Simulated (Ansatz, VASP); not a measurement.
One calculation of HgTe, two programs

File INCAR:

```
SYSTEM = HgTe
PREC     = Accurate       ! precision mode
ENCUT    = 520            ! plane-wave cutoff, eV
EDIFF    = 1E-7           ! SCF threshold, eV
ISMEAR   = 0              ! smearing method
SIGMA    = 0.15           ! smearing width, eV
LREAL    = .False.        ! projectors in reciprocal space
LASPH    = .True.         ! aspherical terms in the spheres
NELM     = 80             ! most SCF steps
ALGO     = Normal         ! electronic algorithm
ISIF     = 2              ! what is computed and relaxed
LWAVE    = .False.        ! write WAVECAR
LCHARG   = .False.        ! write CHGCAR
GGA      = PE             ! functional
NBANDS   = 26             ! bands
```

KPOINTS

```
regular mesh
0
Gamma
  10 10 8
  0 0 0
```

Contents of POSCAR:

```
HgTe
1.0
    2.8922688984     -3.5653476279      0.0000000000
    2.8922688984      3.5653476279      0.0000000000
    0.0000000000      0.0000000000      5.8781768394
Hg Te
2 2
Direct
    0.3319444959      0.6680555041      0.7500000000
    0.6680555041      0.3319444959      0.2500000000
    0.7707545029      0.2292454971      0.7500000000
    0.2292454971      0.7707545029      0.2500000000
```

Input for Ansatz:

```yaml
crystal:
  lattice:
    - [2.8922688984, -3.5653476279, 0.0]
    - [2.8922688984, 3.5653476279, 0.0]
    - [0.0, 0.0, 5.8781768394]
  atoms:
    - { symbol: Hg, position: [0.3319444959, 0.6680555041, 0.75] }
    - { symbol: Hg, position: [0.6680555041, 0.3319444959, 0.25] }
    - { symbol: Te, position: [0.7707545029, 0.2292454971, 0.75] }
    - { symbol: Te, position: [0.2292454971, 0.7707545029, 0.25] }
basis:
  ecutwfc: 420
kpoints:
  mp_grid: { grid: [10, 10, 8] }
hamiltonian:
  xc: pbe
scf:
  occupations: { method: gaussian, width: 0.15 }
output:
  forces: true
  stress: true
  eigenvalues: true
```

Change from the starting cell: strain -0.0250 x Voigt [1, -1, 0, 0, 0, 0], atoms carried along.

Alike in both runs: task single point; functional PBE; k mesh 10 × 10 × 8; occupations gaussian, width 0.15 eV; no spin polarisation.

|  | VASP | Ansatz |
| --- | --- | --- |
| version | VASP 6.6.1 | Ansatz 0.2.0 |
| potentials or method | VASP PAW PBE potentials, release 64 (Hg, Te), cutoff 520 eV | scalar-relativistic, plane waves, PAW |
| valence electrons in the cell | 36 | 72 |

|  | VASP | Ansatz | Ansatz less VASP |
| --- | --- | --- | --- |
| gap on the k mesh at the Fermi level (eV) | none | none | - |
| pressure (GPa) | 0.8 | 0.7 | -0.10 |
| traceless stress, the component that is largest in VASP (GPa) | 1.60 | 1.56 | -0.042 |
| rms of the force components (eV/Å) | 0.058 | 0.059 | +0.0014 |

Atom by atom the forces differ by 0.003 eV/Å (rms over components). A gap of «none» marks a metal or a gap that the smearing closes. VASP's potentials hold 36 valence electrons a cell and Ansatz's 72, so a difference there can come from the potentials and not from the codes.

Spin-orbit coupling is off throughout.
